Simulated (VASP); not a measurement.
# B in VASP: notebook, part 2 of 2

VASP 6.6.1. Earlier steps stand in the parts before.

**3. Single point, PBEsol**

This run uses another cell than the first one, of 7.36 Å³/atom, 1.165 times its volume.

Contents of INCAR:

```
PREC = Accurate
ENCUT = 520
EDIFF = 1E-6
ISMEAR = 0
SIGMA = 0.1
LREAL = F
LASPH = T
NELM = 60
ALGO = Normal
ISIF = 2
LWAVE = F
LCHARG = F
GGA = PS
NBANDS = 14
```

Contents of KPOINTS:

```
regular mesh
0
Gamma
  6 6 6
```

Contents of POSCAR:

```
B
1.0
    1.6305061821     -2.7634056047      0.0000000000
    1.6305061821      2.7634056047      0.0000000000
    0.0000000000      0.0000000000      3.2653500666
B
4
Direct
    0.1525000000      0.8475000000      0.0785000000
    0.6525000000      0.3475000000      0.4215000000
    0.8475000000      0.1525000000      0.9215000000
    0.3475000000      0.6525000000      0.5785000000
```

Potentials or basis: VASP PAW PBE potentials, release 64 (B).

The run is started by

```sh
> cat potpaw_PBE.64/B/POTCAR > POTCAR
> mpirun -np 1 vasp_std > vasp.out
```

OUTCAR:

```text
PREC = Accurate
   ENCUT = 520
   EDIFF = 1E-6
   ISMEAR = 0
   LREAL = F
   LASPH = T
   NELM = 60
   ISIF = 2
   GGA = PS

 ion  position               nearest neighbor table
   1  0.153  0.847  0.078-   3 1.76   4 1.96   4 1.96   2 1.98   2 1.98   3 2.02   3 2.02
   2  0.653  0.347  0.422-   4 1.76   3 1.96   3 1.96   1 1.98   1 1.98   4 2.02   4 2.02
   3  0.847  0.153  0.922-   1 1.76   2 1.96   2 1.96   4 1.98   4 1.98   1 2.02   1 2.02
   4  0.347  0.653  0.578-   2 1.76   1 1.96   1 1.96   3 1.98   3 1.98   2 2.02   2 2.02

  LATTYP: Found a base centered orthorhombic cell.
 ALAT       =     3.2610123642
 B/A-ratio  =     1.6948145521
 C/A-ratio  =     1.0013301705

  Lattice vectors:

 A1 = (   1.6305061821,  -2.7634056047,   0.0000000000)
 A2 = (   1.6305061821,   2.7634056047,   0.0000000000)
 A3 = (   0.0000000000,   0.0000000000,   3.2653500666)

Analysis of symmetry for initial positions (statically):
=====================================================================
 Subroutine PRICEL returns:
 Original cell was already a primitive cell.

 Routine SETGRP: Setting up the symmetry group for a
 base centered orthorhombic supercell.

 Subroutine GETGRP returns: Found  8 space group operations
 (whereof  4 operations were pure point group operations)
 out of a pool of  8 trial point group operations.

The static configuration has the point symmetry C_2h.
 The point group associated with its full space group is D_2h.

Analysis of symmetry for dynamics (positions and initial velocities):
=====================================================================
 Subroutine PRICEL returns:
 Original cell was already a primitive cell.

 Routine SETGRP: Setting up the symmetry group for a
 base centered orthorhombic supercell.

 Subroutine GETGRP returns: Found  8 space group operations
 (whereof  4 operations were pure point group operations)
 out of a pool of  8 trial point group operations.

The dynamic configuration has the point symmetry C_2h.
 The point group associated with its full space group is D_2h.

[... 129 lines left out ...]
   AEXX    =    0.0000 exact exchange contribution
   IVDW    =     0    specifies the selected vdW correction
   LEPSILON=     F    determine dielectric tensor
   LRPA    =     F    only Hartree local field effects (RPA)
 non-spin polarized calculation
 Gauss-broadening in eV      SIGMA  =   0.10
  energy-cutoff  :      520.00
  volume of cell :       29.43
 maximum number of plane-waves:       810
   NGX = 11   NGY = 11   NGZ = 13

 number of electron      12.0000000 magnetization

 Free energy of the ion-electron system (eV)
  ---------------------------------------------------
  ext. energy  EPLUGINS =         0.00000000
  ---------------------------------------------------
  free energy    TOTEN  =       -26.52355271 eV

  energy without entropy =      -26.52115662  energy(sigma->0) =      -26.52235467

 E-fermi :   6.7315     XC(G=0): -11.9240

 val. band max:        6.6746875674   @ k =  -0.1667   0.1667   0.1667
 cond. band min:       6.7632248894   @ k =  -0.3333   0.3333   0.1667
 fundamental gap:      0.0885373219
 Fermi energy:         6.7315107537

 k-point     1 :       0.0000    0.0000    0.0000
  band No.  band energies     occupation
      1      -8.9913      2.00000
      2       0.9519      2.00000
      3       2.9178      2.00000
      4       2.9310      2.00000
      5       4.0769      2.00000
      6       7.1093      0.00000
      7       7.1954      0.00000
      8       7.4626      0.00000
      9      10.4030      0.00000
     10      13.8258      0.00000
     11      15.2405      0.00000
     12      15.7478      0.00000
     13      16.7372      0.00000
     14      17.7622      0.00000
[... 377 lines left out ...]
      1      -5.9294      2.00000
      2      -2.5413      2.00000
      3      -1.0276      2.00000
      4       1.1635      2.00000
      5       4.2929      2.00000
      6       5.4123      2.00000
      7       7.6631      0.00000
      8       9.7138      0.00000
      9      11.1948      0.00000
     10      13.4844      0.00000
     11      13.8419      0.00000
     12      17.4826      0.00000
     13      19.8402      0.00000
     14      20.1552      0.00000

 [... further k-points ...]
[... 5 lines left out ...]
  --------------------------------------------------------------------------------------
  -------------------------------------------------------------------------------------
  Total       -7.5057326     -5.4590992     -2.7678949      0.0000000      0.0000000      0.0000000
  in kB     -408.6738457   -297.2382793   -150.7069741      0.0000000      0.0000000      0.0000000
  external PRESSURE =    -285.5396997 kB  Pullay stress =       0.0000000 kB

 VOLUME and BASIS-vectors are now :
 -----------------------------------------------------------------------------
  energy-cutoff  :      520.00
  volume of cell :       29.43
      direct lattice vectors                 reciprocal lattice vectors
     1.630506182 -2.763405605  0.000000000     0.306653238 -0.180936160  0.000000000
     1.630506182  2.763405605  0.000000000     0.306653238  0.180936160  0.000000000
     0.000000000  0.000000000  3.265350067     0.000000000  0.000000000  0.306245879

 POSITION                                       TOTAL-FORCE (eV/Angst)
 -----------------------------------------------------------------------------------
      1.63051      1.92057      0.25633         0.000000     -0.678592      0.457333
      1.63051     -0.84284      1.37635         0.000000     -0.678592     -0.457333
      1.63051     -1.92057      3.00902         0.000000      0.678592     -0.457333
      1.63051      0.84284      1.88901         0.000000      0.678592      0.457333
 -----------------------------------------------------------------------------------
    total drift:                                0.000000     -0.000000     -0.000000

  FREE ENERGIE OF THE ION-ELECTRON SYSTEM (eV)
  ---------------------------------------------------
  free  energy   TOTEN  =       -26.5235527079 eV

  energy  without entropy=      -26.5211566246  energy(sigma->0) =      -26.52235467
```

stdout:

```text
POSCAR found type information on POSCAR B
 POSCAR found :  1 types and       4 ions
 scaLAPACK will be used
 -----------------------------------------------------------------------------
|                                                                             |
|                                                                             |
|     You enforced a specific xc type in the INCAR file but a different       |
|     I HOPE YOU KNOW WHAT YOU ARE DOING!                                     |
|                                                                             |
 -----------------------------------------------------------------------------

 LDA part: xc-table for (Slater+PW92), standard interpolation
 POSCAR, INCAR and KPOINTS ok, starting setup
 FFT: planning ... GRIDC
 FFT: planning ... GRID_SOFT
 FFT: planning ... GRID
 WAVECAR not read
 entering main loop
```

Wall time 9 s (1 thread of Intel Xeon Platinum 8375C at 2.90GHz (Ice Lake), shared host); peak memory 0.14 GiB.

What came out:

```
Free energy            : -26.5236 eV
Pressure               : -28.6 GPa
Largest force          : 0.818 eV/Å
Band gap on the k mesh : zero (band 6 reaches 7.27 eV, above the bottom of band 7 at 5.89 eV)
```

Forces in eV/Å, atoms in the order of the input:
```
B    0.000 -0.679  0.457
B    0.000 -0.679 -0.457
B    0.000  0.679 -0.457
B    0.000  0.679  0.457
```

Stress tensor (GPa, compression positive):
```
-40.87   0.00   0.00
  0.00 -29.72   0.00
  0.00   0.00 -15.07
```

Levels at points of the mesh, in eV from the Fermi level:
| k point | band 3 | band 4 | band 5 | band 6 | band 7 | band 8 | band 9 | band 10 |
| --- | --- | --- | --- | --- | --- | --- | --- | --- |
| (0.00, 0.00, 0.00) | -3.81 | -3.80 | -2.65 | 0.38 | 0.46 | 0.73 | 3.67 | 7.09 |
| (0.50, 0.00, 0.00) | -4.37 | -4.37 | -3.10 | -3.10 | 2.37 | 2.37 | 6.40 | 6.40 |
| (0.50, 0.50, 0.00) | -6.36 | -3.30 | -2.42 | -1.34 | 0.44 | 1.12 | 4.68 | 5.58 |
| (0.00, 0.00, 0.50) | -1.20 | -1.20 | -1.09 | -1.09 | 1.27 | 1.27 | 5.38 | 5.38 |
| (0.50, 0.00, 0.50) | -9.08 | -9.08 | -3.45 | -3.45 | 2.41 | 2.41 | 9.73 | 9.73 |
| (0.50, 0.50, 0.50) | -7.75 | -7.75 | -3.20 | -3.20 | -0.15 | -0.15 | 9.30 | 9.30 |

Caveat: the k points lie up to 0.37 Å⁻¹ apart; the PAW data sets were made with another functional, which shifts forces and pressure a little.

**4. Relaxation of cell and atoms, PBEsol**

This run uses another cell than the first one, of 7.36 Å³/atom, 1.165 times its volume.

Contents of INCAR:

```
SYSTEM = B
ALGO = Normal
EDIFF = 1E-7
EDIFFG = -0.04
ENCUT = 600
GGA = PS
IBRION = 2
ISIF = 3
ISMEAR = 0
LASPH = .TRUE.
LCHARG = .FALSE.
LREAL = .FALSE.
LWAVE = .FALSE.
NELM = 60
NSW = 90
PREC = Accurate
SIGMA = 0.1
```

Contents of KPOINTS:

```
k-points
0
G
  6 6 6
  0 0 0
```

POSCAR is that of step 3.

The run is started by

```sh
> cat potpaw_PBE.64/B/POTCAR > POTCAR
> mpirun -np 1 vasp_std > vasp.out
```

Wall time 88 s (1 thread of Intel Xeon Platinum 8375C at 2.90GHz (Ice Lake), shared host); peak memory 0.16 GiB.

It converged, with:

| Property | Result |
| --- | --- |
| Free energy | -27.1622 eV |
| Relaxed volume | 6.32 Å³/atom |
| Relaxed cell | a = 3.030 Å, b = 3.030 Å, c = 3.252 Å, α = 90.00°, β = 90.00°, γ = 122.19° |
| Space group after relaxing (to 0.05 Å) | Cmce (No. 64) |
| Energy gained by relaxing | 158.7 meV/atom |
| Ionic steps | 8 |
| Pressure after relaxing | 0.1 GPa |
| Largest force after relaxing | 0.019 eV/Å |
| Band gap on the k mesh | zero (band 6 reaches 9.44 eV, above the bottom of band 7 at 8.40 eV) |

Forces on the atoms (eV/Å):
```
B    0.000  0.003 -0.018
B    0.000  0.003  0.018
B    0.000 -0.003  0.018
B    0.000 -0.003 -0.018
```

Stress tensor (GPa, compression positive):
```
 0.19  0.00  0.00
 0.00  0.10  0.00
 0.00  0.00 -0.12
```

The path:
| step | energy change (eV) | largest force (eV/Å) | pressure (GPa) | volume (Å³) |
| --- | --- | --- | --- | --- |
| 1 | 0.0000 | 0.8194 | -28.59 | 29.43 |
| 2 | -0.5460 | 0.3421 | 13.80 | 24.16 |
| 3 | -0.5739 | 0.3706 | 4.02 | 24.99 |
| 4 | -0.6251 | 0.3212 | 1.09 | 25.15 |
| 5 | -0.6260 | 0.3562 | 0.82 | 25.18 |
| 6 | -0.6311 | 0.1816 | -0.47 | 25.34 |
| 7 | -0.6340 | 0.0777 | -0.04 | 25.28 |
| 8 | -0.6349 | 0.0186 | 0.06 | 25.27 |

Final structure:
```
B
1.0
     1.46481   -2.65292    0.00000
     1.46481    2.65292    0.00000
     0.00000    0.00000    3.25156
B
4
Direct
  0.15653 0.84347 0.09051
  0.65653 0.34347 0.40949
  0.84347 0.15653 0.90949
  0.34347 0.65653 0.59051
```

Levels at points of the mesh, in eV from the Fermi level:
| k point | band 2 | band 3 | band 4 | band 5 | band 6 | band 7 | band 8 | band 9 | band 10 |
| --- | --- | --- | --- | --- | --- | --- | --- | --- | --- |
| (0.00, 0.00, 0.00) | -7.93 | -5.90 | -4.61 | -3.46 | 0.58 | 0.95 | 2.55 | 2.58 | 7.03 |
| (0.50, 0.00, 0.00) | -13.52 | -5.65 | -5.65 | -4.57 | -4.57 | 1.59 | 1.59 | 6.06 | 6.06 |
| (0.50, 0.50, 0.00) | -12.23 | -7.05 | -5.36 | -3.53 | -1.71 | -0.45 | 0.65 | 4.68 | 4.78 |
| (0.00, 0.00, 0.50) | -15.09 | -1.90 | -1.90 | -1.44 | -1.44 | 0.91 | 0.91 | 6.51 | 6.51 |
| (0.50, 0.00, 0.50) | -11.15 | -10.48 | -10.48 | -4.28 | -4.28 | 2.04 | 2.04 | 10.41 | 11.02 |
| (0.50, 0.50, 0.50) | -12.13 | -9.31 | -9.31 | -3.87 | -3.87 | 0.85 | 0.85 | 9.29 | 9.29 |

Caveat: the k points lie up to 0.41 Å⁻¹ apart in the final cell; the PAW data sets were made with another functional, which shifts forces and pressure a little.

**5. Single point, PBEsol**

This run uses another cell than the first one: it holds 8 atoms, not 4.

Contents of INCAR:

```
ALGO = Normal
EDIFF = 1E-6
ENCUT = 520
GGA = PS
ISIF = 2
ISMEAR = 0
LASPH = T
LCHARG = F
LREAL = F
LWAVE = F
NBANDS = 22
NELM = 80
PREC = Accurate
SIGMA = 0.1
```

Contents of KPOINTS:

```
k-points
0
Gamma
  8 8 6
```

Contents of POSCAR:

```
B
1.0
   -1.4632504130      2.6530130184      0.0000000000
    0.0000000000      0.0000000000     -3.2478443063
   -4.3897512390     -2.6530130184      0.0000000000
B
8
Direct
    0.5158491133      0.4101710111      0.8280502956
    0.0158491133      0.4101710111      0.3280502956
    0.2658491133      0.0898289889      0.5780502956
    0.7658491133      0.0898289889      0.0780502956
    0.9841508867      0.5898289889      0.6719497044
    0.4841508867      0.5898289889      0.1719497044
    0.2341508867      0.9101710111      0.9219497044
    0.7341508867      0.9101710111      0.4219497044
```

The run is started by

```sh
> cat potpaw_PBE.64/B/POTCAR > POTCAR
> mpirun -np 1 vasp_std > vasp.out
```

Wall time 82 s (1 thread of Intel Xeon Platinum 8375C at 2.90GHz (Ice Lake), shared host); peak memory 0.22 GiB.

The run converged. Its results:

- Free energy: -54.3667 eV
- Pressure: 0.4 GPa
- Largest force: 0.015 eV/Å
- Band gap on the k mesh: zero (band 12 reaches 9.45 eV, above the bottom of band 13 at 8.41 eV)

Forces on the atoms (eV/Å):
```
B   -0.013 -0.006 -0.005
B   -0.013 -0.006 -0.005
B   -0.013 -0.006  0.005
B   -0.013 -0.006  0.005
B    0.013  0.006  0.005
B    0.013  0.006  0.005
B    0.013  0.006 -0.005
B    0.013  0.006 -0.005
```

Stress tensor (GPa, compression positive):
```
0.09 0.13 0.00
0.13 0.30 0.00
0.00 0.00 0.89
```

Levels at points of the mesh, in eV from the Fermi level:
```tsv
k point	band 10	band 11	band 12	band 13	band 14	band 15
(0.00, 0.00, 0.00)	-4.70	-3.63	0.45	0.82	1.46	1.46
(0.50, 0.00, 0.00)	-4.43	-1.42	-1.42	1.18	1.18	3.21
(0.00, 0.50, 0.00)	-1.99	-1.60	-1.60	0.82	0.82	1.92
(0.50, 0.50, 0.00)	-7.10	-7.10	-7.10	4.65	4.65	4.65
(0.00, 0.00, 0.50)	-4.63	-3.65	-3.65	3.29	3.29	4.19
(0.50, 0.00, 0.50)	-4.70	-3.62	-1.84	-0.59	0.55	1.46
(0.00, 0.50, 0.50)	-3.31	-3.31	-3.31	2.21	2.21	2.21
(0.50, 0.50, 0.50)	-4.43	-3.98	-3.98	0.76	0.76	1.92
```

Caveat: the PAW data sets were made with another functional, which shifts forces and pressure a little.

**6. Single point, PBEsol**

This run uses another cell than the first one: it holds 8 atoms, not 4.

Contents of INCAR:

```
PREC = Accurate
ENCUT = 520
EDIFF = 1E-6
ISMEAR = 0
SIGMA = 0.1
LREAL = F
LASPH = T
NELM = 80
ALGO = Normal
ISIF = 2
LWAVE = F
LCHARG = T
GGA = PS
LELF = T
LVHAR = T
NBANDS = 22
```

Contents of KPOINTS:

```
regular mesh
0
Gamma
  8 8 6
```

Contents of POSCAR:

```
B
1.0
   -1.4623341973      2.6528520900      0.0002043589
   -0.0000574050     -0.0002454562     -3.2503459179
   -4.3871413072     -2.6529194200     -0.0003291965
B
8
Direct
    0.5163410963      0.4102286324      0.8285290362
    0.0163133522      0.4102572694      0.3285104633
    0.2663688041      0.0897779576      0.5785340741
    0.7663862699      0.0897867992      0.0785516766
    0.9836448654      0.5897682505      0.6714557588
    0.4836489424      0.5897399682      0.1714457806
    0.2336642914      0.9102277573      0.9214975868
    0.7336323782      0.9102133654      0.4214756236
```

Potentials or basis: VASP PAW PBE potentials, release 64 (B).

The run is started by

```sh
> cat potpaw_PBE.64/B/POTCAR > POTCAR
> mpirun -np 1 vasp_std > vasp.out
```

Run time: 1.7 min. Hardware: 1 thread of Intel Xeon Platinum 8375C at 2.90GHz (Ice Lake), shared host; peak memory 0.26 GiB.

Results (log left out):

```
Free energy            : -54.3670 eV
Pressure               : 0.4 GPa
Largest force          : 0.009 eV/Å
Band gap on the k mesh : zero (band 12 reaches 9.46 eV, above the bottom of band 13 at 8.39 eV)
```

Forces on the atoms (eV/Å):
```
B   -0.001 -0.007 -0.002
B   -0.004 -0.008  0.000
B   -0.001 -0.008  0.002
B    0.001 -0.008  0.003
B    0.000  0.008  0.002
B    0.000  0.007  0.000
B    0.003  0.008 -0.002
B    0.001  0.008 -0.003
```

Levels at points of the mesh, in eV from the Fermi level:
```tsv
k point	band 9	band 10	band 11	band 12	band 13	band 14	band 15	band 16
(0.00, 0.00, 0.00)	-4.70	-4.69	-3.63	0.46	0.83	1.47	1.47	2.48
(0.50, 0.00, 0.00)	-4.43	-4.43	-1.43	-1.43	1.16	1.16	3.21	3.21
(0.00, 0.50, 0.00)	-1.98	-1.98	-1.59	-1.59	0.83	0.83	1.91	1.92
(0.50, 0.50, 0.00)	-7.09	-7.09	-7.09	-7.09	4.66	4.66	4.66	4.67
(0.00, 0.00, 0.50)	-4.62	-4.62	-3.63	-3.63	3.29	3.29	4.19	4.19
(0.50, 0.00, 0.50)	-4.69	-4.69	-3.62	-1.84	-0.61	0.58	1.43	1.43
(0.00, 0.50, 0.50)	-3.30	-3.30	-3.30	-3.30	2.21	2.21	2.21	2.21
(0.50, 0.50, 0.50)	-4.43	-4.43	-3.96	-3.96	0.77	0.77	1.93	1.94
```

Caveat: the PAW data sets were made with another functional, which shifts forces and pressure a little.

**7. The runs side by side**

| task | cell | k mesh | cutoff (eV) | gap on the mesh (eV) | pressure (GPa) | largest force (eV/Å) |
| --- | --- | --- | --- | --- | --- | --- |
| single point | a = 3.031, b = 3.031, c = 3.249 Å, angles 90.0, 90.0, 122.2°, 4 atoms | 6 × 6 × 6 | 520 | none | 0.1 | 0.02 |
| single point | a = 3.209, b = 3.209, c = 3.265 Å, angles 90.0, 90.0, 118.9°, 4 atoms | 6 × 6 × 6 | 520 | none | -28.6 | 0.82 |
| relaxation of cell and atoms | relaxed from a = 3.209, b = 3.209, c = 3.265 Å, angles 90.0, 90.0, 118.9°, 4 atoms | 6 × 6 × 6 | 600 | none | 0.1 | 0.02 |
| single point | a = 3.030, b = 3.248, c = 5.129 Å, angles 90.0, 92.3, 90.0°, 8 atoms | 8 × 8 × 6 | 520 | none | 0.4 | 0.02 |
| single point | a = 3.029, b = 3.250, c = 5.127 Å, angles 90.0, 92.3, 90.0°, 8 atoms | 8 × 8 × 6 | 520 | none | 0.4 | 0.01 |

Alike in all rows: level PBEsol; potentials or basis VASP PAW PBE potentials, release 64 (B); no spin polarisation; smearing gaussian 0.1 eV.

Caveats: some runs use coarse meshes; the PAW data sets were made with another functional, which shifts forces and pressure a little.

Total energies depend on the potentials used, so only differences within one code and one set of settings carry meaning.
